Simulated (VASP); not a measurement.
# SnO (C2/m) in VASP: notebook, part 2 of 2

VASP 6.6.1. Earlier steps stand in the parts before.

## Step 3: Electric field gradients, LDA (equal xy, yz and zx shear strains of +2 %)

The input, INCAR:

```
ALGO = Normal
EDIFF = 1E-8
ENCUT = 520
ISIF = 2
ISMEAR = -1
LASPH = True
LCHARG = False
LEFG = True
LREAL = False
LWAVE = False
NBANDS = 28
NELM = 80
PREC = Accurate
SIGMA = 0.02
```

The input, KPOINTS:

```
k-points
0
Gamma
  6 6 5
```

The input, POSCAR:

```
SnO
1.0
    3.8020000000      0.0380200000      0.0380200000
    0.0380200000      3.8020000000      0.0380200000
    0.0483600000      0.0483600000      4.8360000000
Sn O
2 2
Direct
    0.0000000000      0.5000000000      0.2385000000
    0.5000000000      0.0000000000      0.7615000000
    0.0000000000      0.0000000000      0.0000000000
    0.5000000000      0.5000000000      0.0000000000
```

Potentials or basis: VASP PAW LDA potentials, release 64 (Sn_d, O).

The run is started by

```bash
$ cat potpaw_LDA.64/Sn_d/POTCAR potpaw_LDA.64/O/POTCAR > POTCAR
$ mpirun -np 1 vasp_std > vasp.out
```

OUTCAR:

```text
EDIFF = 1E-8
   ENCUT = 520
   ISIF = 2
   ISMEAR = -1
   LASPH = True
   LREAL = False
   NELM = 80
   PREC = Accurate

 ion  position               nearest neighbor table
   1  0.000  0.500  0.239-   3 2.20   4 2.20   3 2.24   4 2.24   2 3.51   2 3.52   2 3.52   2 3.61
                             2 3.66   2 3.67   2 3.67
   2  0.500  0.000  0.761-   4 2.20   3 2.20   3 2.24   4 2.24   1 3.51   1 3.52   1 3.52   1 3.61
                             1 3.66   1 3.67   1 3.67
   3  0.000  0.000  0.000-   2 2.20   1 2.20   1 2.24   2 2.24
   4  0.500  0.500  0.000-   2 2.20   1 2.20   2 2.24   1 2.24

  LATTYP: Found a base centered monoclinic cell.
 ALAT       =     5.4311406981
 B/A-ratio  =     0.9801019455
 C/A-ratio  =     0.8905097188
 COS(beta)  =    -0.0281386778

  Lattice vectors:

 A1 = (  -3.8020000000,  -0.0380200000,  -0.0380200000)
 A2 = (  -0.0380200000,  -3.8020000000,  -0.0380200000)
 A3 = (   0.0483600000,   0.0483600000,   4.8360000000)

Analysis of symmetry for initial positions (statically):
=====================================================================
 Subroutine PRICEL returns:
 Original cell was already a primitive cell.

 Routine SETGRP: Setting up the symmetry group for a
 base centered monoclinic supercell.

 Subroutine GETGRP returns: Found  4 space group operations
 (whereof  2 operations were pure point group operations)
 out of a pool of  4 trial point group operations.

The static configuration has the point symmetry C_2 .
 The point group associated with its full space group is C_2h.

Analysis of symmetry for dynamics (positions and initial velocities):
=====================================================================
 Subroutine PRICEL returns:
 Original cell was already a primitive cell.

 Routine SETGRP: Setting up the symmetry group for a
 base centered monoclinic supercell.

 Subroutine GETGRP returns: Found  4 space group operations
 (whereof  2 operations were pure point group operations)
 out of a pool of  4 trial point group operations.

The dynamic configuration has the point symmetry C_2 .
 The point group associated with its full space group is C_2h.

 Subroutine INISYM returns: Found  4 space group operations
 (whereof  2 operations are pure point group operations),
 and found     1 'primitive' translations

----------------------------------------------------------------------------------------

                                     Primitive cell

  volume of cell :      69.8845

  direct lattice vectors                    reciprocal lattice vectors
     3.802000000  0.038020000  0.038020000     0.263071557 -0.002604669 -0.002604669
     0.038020000  3.802000000  0.038020000    -0.002604669  0.263071557 -0.002604669
     0.048360000  0.048360000  4.836000000    -0.002047757 -0.002047757  0.206823420

  length of vectors
     3.802380181  3.802380181  4.836483576     0.263097344  0.263097344  0.206843694

  position of ions in fractional coordinates (direct lattice)
     1.000000000  0.500000000  0.238500000
     0.500000000  1.000000000  0.761500000
     0.000000000  0.000000000  0.000000000
     0.500000000  0.500000000  0.000000000

  ion indices of the primitive-cell ions
   primitive index   ion index
                 1           1
                 2           2
[... 87 lines left out ...]
   EMIN   =  10.00;   EMAX   =-10.00  energy-range for DOS
   EFERMI =   0.00;   METHOD = LEGACY
   ISMEAR =    -1;   SIGMA  =   0.02  broadening in eV -4-tet -1-fermi 0-gaus
   EFERMI_NEDOS =   21; number of points for ismear=-14 and -15
   IALGO  =     38    algorithm
   IMIX   =      4    mixing-type and parameters
     AMIX     =   0.40;   BMIX     =  1.00
     AMIX_MAG =   1.60;   BMIX_MAG =  1.00
  volume/ion in A,a.u.               =      17.47       117.90
  Fermi-wavevector in a.u.,A,eV,Ry     =   1.359256  2.568621 25.137795  1.847576
  Thomas-Fermi vector in A             =   2.486019
   LORBIT       =      0    0 simple, 1 ext, 2 COOP (PROOUT), +10 PAW based schemes
   GGA     = CA    functional components
   LHFCALC =     F    Hartree Fock is set to
   AEXX    =    0.0000 exact exchange contribution
   IVDW    =     0    specifies the selected vdW correction
   LEPSILON=     F    determine dielectric tensor
   LRPA    =     F    only Hartree local field effects (RPA)
 non-spin polarized calculation
  energy-cutoff  :      520.00
  volume of cell :       69.88
 maximum number of plane-waves:      1900
   NGX = 15   NGY = 15   NGZ = 17

 number of electron      39.9999997 magnetization

 Free energy of the ion-electron system (eV)
  ---------------------------------------------------
  ext. energy  EPLUGINS =         0.00000000
  ---------------------------------------------------
  free energy    TOTEN  =       -25.69327775 eV

  energy without entropy =      -25.69303501  energy(sigma->0) =      -25.69315638

 E-fermi :   6.8898     XC(G=0): -10.6794

 val. band max:        6.8518727203   @ k =   0.0000   0.0000   0.0000
 cond. band min:       6.9273964483   @ k =   0.5000   0.5000  -0.0000
 fundamental gap:      0.0755237280
 Fermi energy:         6.8897801865

 k-point     1 :       0.0000    0.0000    0.0000
  band No.  band energies     occupation
      1     -14.9945      2.00000
      2     -14.5792      2.00000
      3     -14.5667      2.00000
      4     -14.5642      2.00000
      5     -14.5153      2.00000
      6     -14.5138      2.00000
[... 733 lines left out ...]
     27      15.1398      0.00000
     28      16.6357      0.00000

 [... further k-points ...]
[... 5 lines left out ...]
  --------------------------------------------------------------------------------------
  -------------------------------------------------------------------------------------
  Total       -1.0708003     -1.0708003     -1.0066155     -0.7187622     -0.4448398     -0.4448397
  in kB      -24.5492355    -24.5492355    -23.0777327    -16.4783878    -10.1984257    -10.1984245
  external PRESSURE =     -24.0587346 kB  Pullay stress =       0.0000000 kB

 VOLUME and BASIS-vectors are now :
 -----------------------------------------------------------------------------
  energy-cutoff  :      520.00
  volume of cell :       69.88
      direct lattice vectors                 reciprocal lattice vectors
     3.802000000  0.038020000  0.038020000     0.263071557 -0.002604669 -0.002604669
     0.038020000  3.802000000  0.038020000    -0.002604669  0.263071557 -0.002604669
     0.048360000  0.048360000  4.836000000    -0.002047757 -0.002047757  0.206823420

 POSITION                                       TOTAL-FORCE (eV/Angst)
 -----------------------------------------------------------------------------------
      0.03054      1.91253      1.17240        -0.110428     -0.110428     -0.136702
      1.93783      0.05584      3.70162         0.110428      0.110428      0.136702
      0.00000      0.00000      0.00000        -0.063641      0.063641     -0.000000
      1.92001      1.92001      0.03802         0.063641     -0.063641     -0.000000
 -----------------------------------------------------------------------------------
    total drift:                                0.000000      0.000000      0.000000

  FREE ENERGIE OF THE ION-ELECTRON SYSTEM (eV)
  ---------------------------------------------------
  free  energy   TOTEN  =       -25.6932777536 eV

  energy  without entropy=      -25.6930350083  energy(sigma->0) =      -25.69315638

 Electric field gradients (V/A^2)
---------------------------------------------------------------------
 ion       V_xx      V_yy      V_zz      V_xy      V_xz      V_yz
---------------------------------------------------------------------
   1      82.124    82.124  -164.247    -2.342    19.207    19.207
   2      82.124    82.124  -164.247    -2.342    19.207    19.207
   3      -0.957    -0.957     1.913     6.335    -0.426    -0.426
   4      -0.957    -0.957     1.913     6.335    -0.426    -0.426
---------------------------------------------------------------------

 Electric field gradients after diagonalization (V/A^2)
 (convention: |V_zz| > |V_xx| > |V_yy|)
----------------------------------------------------------------------
 ion       V_xx      V_yy      V_zz     asymmetry (V_yy - V_xx)/ V_zz
----------------------------------------------------------------------
   1      84.466    82.768  -167.234       0.010
   2      84.466    82.768  -167.234       0.010
   3       5.481     1.811    -7.292       0.503
   4       5.481     1.811    -7.292       0.503
----------------------------------------------------------------------

           NMR quadrupolar parameters

 Cq : quadrupolar parameter    Cq=e*Q*V_zz/h
 eta: asymmetry parameters     (V_yy - V_xx)/ V_zz
 Q  : nuclear electric quadrupole moment in mb (millibarn)
----------------------------------------------------------------------
 ion       Cq(MHz)       eta       Q (mb)
----------------------------------------------------------------------
   1      -0.404       0.010       1.000
   2      -0.404       0.010       1.000
   3      -0.018       0.503       1.000
   4      -0.018       0.503       1.000
----------------------------------------------------------------------
```

stdout:

```text
POSCAR found type information on POSCAR SnO
 POSCAR found :  2 types and       4 ions
 scaLAPACK will be used
 LDA part: xc-table for (Slater(with rela. corr.)+CA(PZ))
 , standard interpolation
 POSCAR, INCAR and KPOINTS ok, starting setup
 FFT: planning ... GRIDC
 FFT: planning ... GRID_SOFT
 FFT: planning ... GRID
 WAVECAR not read
 entering main loop
ion   1

ion   2

ion   3

ion   4
```

It took 85 s on 1 thread of Intel Xeon Platinum 8259CL at 2.50GHz (Skylake/Cascade Lake), shared host; peak memory 0.21 GiB.

Results:

* Free energy: -25.6933 eV
* Pressure: -2.4 GPa
* Largest force: 0.208 eV/Å
* Band gap on the k mesh: 0.08 eV (least direct gap 1.91 eV)
* Largest electric field gradient by atom: Sn -167.2; O -7.3 V/Å²

Forces on the atoms (eV/Å):
```
Sn  -0.110 -0.110 -0.137
Sn   0.110  0.110  0.137
O   -0.064  0.064  0.000
O    0.064 -0.064  0.000
```

Electric field gradients, principal values (V/Å²):
```tsv
atom	least	middle	greatest (by size)
1 Sn	82.768	84.466	-167.234
2 Sn	82.768	84.466	-167.234
3 O	1.811	5.481	-7.292
4 O	1.811	5.481	-7.292
```

Caveat: the cell differs from its parent crystal (equal xy, yz and zx shear strains of +2 %); semilocal functionals underestimate gaps, and a narrow one can read as zero; without QUAD_EFG the Cq values of the log hold for a quadrupole moment of 1 mb, not for the nuclei; spin-orbit coupling is left out, which moves the levels of the heavy elements. A k mesh can miss the band edges.
